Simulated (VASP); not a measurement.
# Be2B3 (Cmmm) in VASP: single point with PBE

Aim: the single point of Be2B3 with PBE.

Everything below comes from runs of VASP 6.6.1. Logs are shortened: lines on timing, memory, paths and dates and some standing lists are left out, and cuts for length are marked.

**1. The cell of the first run**

It takes space group Cmmm (No. 65, orthorhombic). The conventional cell has a = 4.156 Å, b = 6.481 Å, c = 2.840 Å, α = 90.00°, β = 90.00°, γ = 90.00°. Be (site symmetry m2m) has 6 B at 1.91 to 2.06 Å and 2 Be at 2.09 Å within 2.5 Å. B (site symmetry mmm) has 4 B at 1.85 Å and 4 Be at 2.06 Å within 2.5 Å. Within 2.3 Å of B (site symmetry 2mm) lie 3 B at 1.77 to 1.85 Å and 4 Be at 1.91 to 1.96 Å.

**2. Single point, PBE**

The input, INCAR:

```
SYSTEM = Be2B3
  ALGO = Normal
  EDIFF = 1E-7
  ENCUT = 520
  GGA = PE
  ISIF = 2
  ISMEAR = 0
  LASPH = .TRUE.
  LCHARG = .TRUE.
  LELF = .TRUE.
  LREAL = .FALSE.
  LVHAR = .TRUE.
  LWAVE = .FALSE.
  NBANDS = 14
  NELM = 80
  PREC = Accurate
  SIGMA = 0.1
```

The input, KPOINTS:

```
k-points
0
G
  10 10 14
  0 0 0
```

The input, POSCAR:

```
Be2B3
1.0
    2.0780246960     -3.2405646421      0.0000000000
    2.0780246960      3.2405646421      0.0000000000
    0.0000000000      0.0000000000      2.8399273890
Be B
2 3
Direct
    0.7299675444      0.2700324556      0.5000000000
    0.2700324556      0.7299675444      0.5000000000
    0.5000000000      0.5000000000      0.0000000000
    0.7871963775      0.7871963775      0.5000000000
    0.2128036225      0.2128036225      0.5000000000
```

Potentials or basis: VASP PAW PBE potentials, release 64 (Be, B).

Run with:

```console
$ cat potpaw_PBE.64/Be/POTCAR potpaw_PBE.64/B/POTCAR > POTCAR
$ mpirun -np 1 vasp_std > vasp.out
```

OUTCAR:

```text
SYSTEM = Be2B3
   EDIFF = 1E-7
   ENCUT = 520
   GGA = PE
   ISIF = 2
   ISMEAR = 0
   LASPH = .TRUE.
   LREAL = .FALSE.
   NELM = 80
   PREC = Accurate

 ion  position               nearest neighbor table
   1  0.730  0.270  0.500-   4 1.91   5 1.91   5 1.96   4 1.96   3 2.06   3 2.06   2 2.09   2 2.09

   2  0.270  0.730  0.500-   4 1.91   5 1.91   5 1.96   4 1.96   3 2.06   3 2.06   1 2.09   1 2.09

   3  0.500  0.500  0.000-   4 1.85   5 1.85   4 1.85   5 1.85   1 2.06   2 2.06   1 2.06   2 2.06

   4  0.787  0.787  0.500-   5 1.77   3 1.85   3 1.85   1 1.91   2 1.91   2 1.96   1 1.96
   5  0.213  0.213  0.500-   4 1.77   3 1.85   3 1.85   2 1.91   1 1.91   2 1.96   1 1.96

  LATTYP: Found a base centered orthorhombic cell.
 ALAT       =     4.1560493920
 B/A-ratio  =     1.5594447209
 C/A-ratio  =     0.6833237821

  Lattice vectors:

 A1 = (   2.0780246960,  -3.2405646421,   0.0000000000)
 A2 = (   2.0780246960,   3.2405646421,   0.0000000000)
 A3 = (   0.0000000000,   0.0000000000,   2.8399273890)

Analysis of symmetry for initial positions (statically):
=====================================================================
 Subroutine PRICEL returns:
 Original cell was already a primitive cell.

 Routine SETGRP: Setting up the symmetry group for a
 base centered orthorhombic supercell.

 Subroutine GETGRP returns: Found  8 space group operations
 (whereof  8 operations were pure point group operations)
 out of a pool of  8 trial point group operations.

The static configuration has the point symmetry D_2h.

Analysis of symmetry for dynamics (positions and initial velocities):
=====================================================================
 Subroutine PRICEL returns:
 Original cell was already a primitive cell.

 Routine SETGRP: Setting up the symmetry group for a
 base centered orthorhombic supercell.

 Subroutine GETGRP returns: Found  8 space group operations
 (whereof  8 operations were pure point group operations)
 out of a pool of  8 trial point group operations.

The dynamic configuration has the point symmetry D_2h.

 Subroutine INISYM returns: Found  8 space group operations
 (whereof  8 operations are pure point group operations),
 and found     1 'primitive' translations

----------------------------------------------------------------------------------------

                                     Primitive cell

  volume of cell :      38.2480

  direct lattice vectors                    reciprocal lattice vectors
     2.078024696 -3.240564642  0.000000000     0.240613117 -0.154294098  0.000000000
     2.078024696  3.240564642  0.000000000     0.240613117  0.154294098  0.000000000
     0.000000000  0.000000000  2.839927389     0.000000000  0.000000000  0.352121679

  length of vectors
     3.849603335  3.849603335  2.839927389     0.285834464  0.285834464  0.352121679

  position of ions in fractional coordinates (direct lattice)
     0.729967544  0.270032456  0.500000000
     0.270032456  0.729967544  0.500000000
     0.500000000  0.500000000  0.000000000
     0.787196378  0.787196378  0.500000000
     0.212803622  0.212803622  0.500000000

  ion indices of the primitive-cell ions
   primitive index   ion index
                 1           1
                 2           2
                 3           3
                 4           4
                 5           5

----------------------------------------------------------------------------------------

 KPOINTS: k-points

Automatic generation of k-mesh.
 Grid dimensions read from file:
 generate k-points for:   10   10   14

 Generating k-lattice:

  Cartesian coordinates                     Fractional coordinates (reciprocal lattice)
     0.024061312 -0.015429410  0.000000000     0.100000000  0.000000000  0.000000000
     0.024061312  0.015429410  0.000000000     0.000000000  0.100000000  0.000000000
     0.000000000  0.000000000  0.025151548     0.000000000  0.000000000  0.071428571

  Length of vectors
     0.028583446  0.028583446  0.025151548

  Shift w.r.t. Gamma in fractional coordinates (k-lattice)
     0.000000000  0.000000000  0.000000000

 Subroutine IBZKPT returns following result:
 ===========================================

 Found    248 irreducible k-points:

 Following reciprocal coordinates:
            Coordinates               Weight
  0.000000  0.000000  0.000000      1.000000
  0.100000  0.000000  0.000000      4.000000
  0.200000  0.000000  0.000000      4.000000
  0.300000  0.000000  0.000000      4.000000
  0.400000  0.000000  0.000000      4.000000
  0.500000  0.000000  0.000000      2.000000
[... 16 lines left out ...]
  0.300000  0.300000  0.000000      2.000000
  0.400000  0.300000  0.000000      4.000000
 [... further k-points ...]
   k-points           NKPTS =    248   k-points in BZ     NKDIM =    248   number of bands    NBANDS=     14
   number of dos      NEDOS =    301   number of ions     NIONS =      5
   total plane-waves  NPLWV =  21600
   dimension x,y,z NGX =    30 NGY =   30 NGZ =   24
   dimension x,y,z NGXF=    60 NGYF=   60 NGZF=   48
   ions per type =               2   3
   NGX,Y,Z   is equivalent  to a cutoff of  12.96, 12.96, 14.05 a.u.
   NGXF,Y,Z  is equivalent  to a cutoff of  25.91, 25.91, 28.10 a.u.
 SYSTEM =  Be2B3
   PREC   = accura    normal or accurate (medium, high low for compatibility)
   ISTART =      0    job   : 0-new  1-cont  2-samecut
   ICHARG =      2    charge: 1-file 2-atom 10-const
   ISPIN  =      1    spin polarized calculation?
   LNONCOLLINEAR =      F non collinear calculations
   LSORBIT =      F    spin-orbit coupling
   LASPH  =      T    aspherical Exc in radial PAW
   ENCUT  =  520.0 eV  38.22 Ry    6.18 a.u.   7.16  7.16  5.28*2*pi/ulx,y,z
   NELM   =     80;   NELMIN=  2; NELMDL= -5     # of ELM steps
   EDIFF  = 0.1E-06   stopping-criterion for ELM
   LREAL  =      F    real-space projection
   EDIFFG = 0.1E-05   stopping-criterion for IOM
   NSW    =      0    number of steps for IOM
   IBRION =     -1    ionic relax: 0-MD 1-quasi-New 2-CG
   NFREE  =      0    steps in history (QN), initial steepest desc. (CG)
   ISIF   =      2    stress and relaxation
   ISYM   =      2    0-nonsym 1-usesym 2-fastsym
   POTIM  = 0.5000    time-step for ionic-motion
   TEBEG  =    0.0;   TEEND  =   0.0 temperature during run
   PSTRESS=    0.0 pullay stress
   NELECT =      13.0000    total number of electrons
   NUPDOWN=      -1.0000    fix difference up-down
   EMIN   =  10.00;   EMAX   =-10.00  energy-range for DOS
   EFERMI =   0.00;   METHOD = LEGACY
   ISMEAR =     0;   SIGMA  =   0.10  broadening in eV -4-tet -1-fermi 0-gaus
   EFERMI_NEDOS =   21; number of points for ismear=-14 and -15
   IALGO  =     38    algorithm
   IMIX   =      4    mixing-type and parameters
     AMIX     =   0.40;   BMIX     =  1.00
     AMIX_MAG =   1.60;   BMIX_MAG =  1.00
  volume/ion in A,a.u.               =       7.65        51.62
  Fermi-wavevector in a.u.,A,eV,Ry     =   1.142492  2.158996 17.759513  1.305287
  Thomas-Fermi vector in A             =   2.279189
   LORBIT       =      0    0 simple, 1 ext, 2 COOP (PROOUT), +10 PAW based schemes
   GGA     = PE    functional components
   LHFCALC =     F    Hartree Fock is set to
   AEXX    =    0.0000 exact exchange contribution
   IVDW    =     0    specifies the selected vdW correction
   LEPSILON=     F    determine dielectric tensor
   LRPA    =     F    only Hartree local field effects (RPA)
 non-spin polarized calculation
 Gauss-broadening in eV      SIGMA  =   0.10
  energy-cutoff  :      520.00
  volume of cell :       38.25
 maximum number of plane-waves:      1050
 NGX is ok and might be reduce to    30
   NGX = 15   NGY = 15   NGZ = 11

 number of electron      13.0000000 magnetization

 Free energy of the ion-electron system (eV)
  ---------------------------------------------------
  ext. energy  EPLUGINS =         0.00000000
  ---------------------------------------------------
  free energy    TOTEN  =       -26.32738993 eV

  energy without entropy =      -26.32509311  energy(sigma->0) =      -26.32624152

 E-fermi :   6.3482     XC(G=0): -11.0981

 val. band max:        6.3361244270   @ k =   0.3000   0.3000   0.5000
 cond. band min:       6.3553950297   @ k =   0.1000   0.1000   0.3571
 fundamental gap:      0.0192706027
 Fermi energy:         6.3481549577

 k-point     1 :       0.0000    0.0000    0.0000
  band No.  band energies     occupation
      1      -7.8275      2.00000
      2      -0.9233      2.00000
      3       1.0565      2.00000
      4       1.2010      2.00000
      5       1.9176      2.00000
      6       3.8753      2.00000
      7       6.4844      0.05407
      8       8.3811      0.00000
      9      11.9111      0.00000
     10      12.3961      0.00000
     11      15.1671      0.00000
     12      17.0750      0.00000
     13      17.0909      0.00000
     14      17.2107      0.00000

 k-point     2 :       0.1000    0.0000    0.0000
  band No.  band energies     occupation
      1      -7.7477      2.00000
      2      -1.4708      2.00000
      3       1.1450      2.00000
      4       1.2549      2.00000
      5       2.1154      2.00000
      6       3.9597      2.00000
      7       6.8902      0.00000
      8       8.5851      0.00000
      9      11.8239      0.00000
     10      11.9418      0.00000
     11      15.6006      0.00000
     12      16.4506      0.00000
     13      16.9550      0.00000
     14      17.2441      0.00000

 k-point     3 :       0.2000    0.0000    0.0000
  band No.  band energies     occupation
      1      -7.5121      2.00000
      2      -2.4835      2.00000
      3       1.0020      2.00000
      4       1.1576      2.00000
      5       2.9061      2.00000
      6       4.2033      2.00000
      7       7.9236      0.00000
      8       9.1642      0.00000
      9      10.7401      0.00000
     10      12.0248      0.00000
     11      15.1013      0.00000
     12      15.7954      0.00000
     13      16.9584      0.00000
     14      16.9921      0.00000

 k-point     4 :       0.3000    0.0000    0.0000
  band No.  band energies     occupation
      1      -7.1366      2.00000
      2      -3.5149      2.00000
      3       0.8312      2.00000
      4       0.9541      2.00000
      5       3.8389      2.00000
      6       4.5689      2.00000
      7       9.2127      0.00000
      8       9.6572      0.00000
      9      10.0170      0.00000
     10      12.1234      0.00000
     11      13.7677      0.00000
     12      15.5185      0.00000
     13      16.2159      0.00000
     14      16.7082      0.00000

 k-point     5 :       0.4000    0.0000    0.0000
  band No.  band energies     occupation
      1      -6.6798      2.00000
      2      -4.3917      2.00000
      3       0.7009      2.00000
      4       0.8105      2.00000
      5       4.6114      2.00000
      6       4.9560      2.00000
      7       8.8087      0.00000
      8      10.3374      0.00000
      9      10.7973      0.00000
     10      12.1933      0.00000
     11      13.0336      0.00000
[... 276 lines left out ...]
 k-point    22 :      -0.2000    0.2000    0.0000
  band No.  band energies     occupation
      1      -7.5241      2.00000
      2      -1.1330      2.00000
      3      -0.3556      2.00000
      4      -0.1686      2.00000
      5       4.1739      2.00000
      6       4.1951      2.00000
      7       6.9955      0.00000
      8      10.7916      0.00000
      9      12.0520      0.00000
     10      12.1927      0.00000
     11      13.7792      0.00000
     12      15.2628      0.00000
     13      15.5233      0.00000
     14      17.4966      0.00000

 k-point    23 :       0.3000    0.3000    0.0000
  band No.  band energies     occupation
      1      -6.2543      2.00000
      2      -4.5673      2.00000
      3      -1.7309      2.00000
      4       3.9973      2.00000
      5       4.0630      2.00000
      6       5.2555      2.00000
      7       8.6972      0.00000
      8       8.8426      0.00000
      9      12.2346      0.00000
     10      12.2376      0.00000
     11      13.1064      0.00000
     12      13.5145      0.00000
     13      15.9809      0.00000
     14      17.0988      0.00000

 k-point    24 :       0.4000    0.3000    0.0000
  band No.  band energies     occupation
      1      -6.3511      2.00000
      2      -4.1273      2.00000
      3      -2.0736      2.00000
      4       2.7484      2.00000
      5       4.9360      2.00000
      6       5.1807      2.00000
      7       9.1977      0.00000
      8       9.4670      0.00000
      9      12.1729      0.00000
     10      12.4383      0.00000
     11      12.6748      0.00000
     12      14.0961      0.00000
     13      15.8755      0.00000
     14      16.3674      0.00000

 [... further k-points ...]
[... 5 lines left out ...]
  --------------------------------------------------------------------------------------
  -------------------------------------------------------------------------------------
  Total        0.0177072      0.0438090      0.0240430      0.0000000      0.0000000      0.0000000
  in kB        0.7417391      1.8351243      1.0071409      0.0000000      0.0000000      0.0000000
  external PRESSURE =       1.1946681 kB  Pullay stress =       0.0000000 kB

 VOLUME and BASIS-vectors are now :
 -----------------------------------------------------------------------------
  energy-cutoff  :      520.00
  volume of cell :       38.25
      direct lattice vectors                 reciprocal lattice vectors
     2.078024696 -3.240564642  0.000000000     0.240613117 -0.154294098  0.000000000
     2.078024696  3.240564642  0.000000000     0.240613117  0.154294098  0.000000000
     0.000000000  0.000000000  2.839927389     0.000000000  0.000000000  0.352121679

 POSITION                                       TOTAL-FORCE (eV/Angst)
 -----------------------------------------------------------------------------------
      2.07802     -1.49045      1.41996         0.000000     -0.011006      0.000000
      2.07802      1.49045      1.41996         0.000000      0.011006     -0.000000
      2.07802      0.00000      0.00000         0.000000      0.000000      0.000000
      3.27163      0.00000      1.41996         0.004652     -0.000000     -0.000000
      0.88442      0.00000      1.41996        -0.004652     -0.000000      0.000000
 -----------------------------------------------------------------------------------
    total drift:                                0.000000      0.000000     -0.000000

  FREE ENERGIE OF THE ION-ELECTRON SYSTEM (eV)
  ---------------------------------------------------
  free  energy   TOTEN  =       -26.3273899276 eV

  energy  without entropy=      -26.3250931102  energy(sigma->0) =      -26.32624152
```

Wall time 58 s (1 thread of Intel Xeon Platinum 8559C (Emerald Rapids), shared host); peak memory 0.24 GiB.

What came out:

* Free energy: -26.3274 eV
* Pressure: 0.1 GPa
* Largest force: 0.011 eV/Å

Forces in eV/Å, atoms in the order of the input:
```
Be   0.000 -0.011  0.000
Be   0.000  0.011  0.000
B    0.000  0.000  0.000
B    0.005  0.000  0.000
B   -0.005  0.000  0.000
```

Stress tensor (GPa, compression positive):
```
0.07 0.00 0.00
0.00 0.18 0.00
0.00 0.00 0.10
```
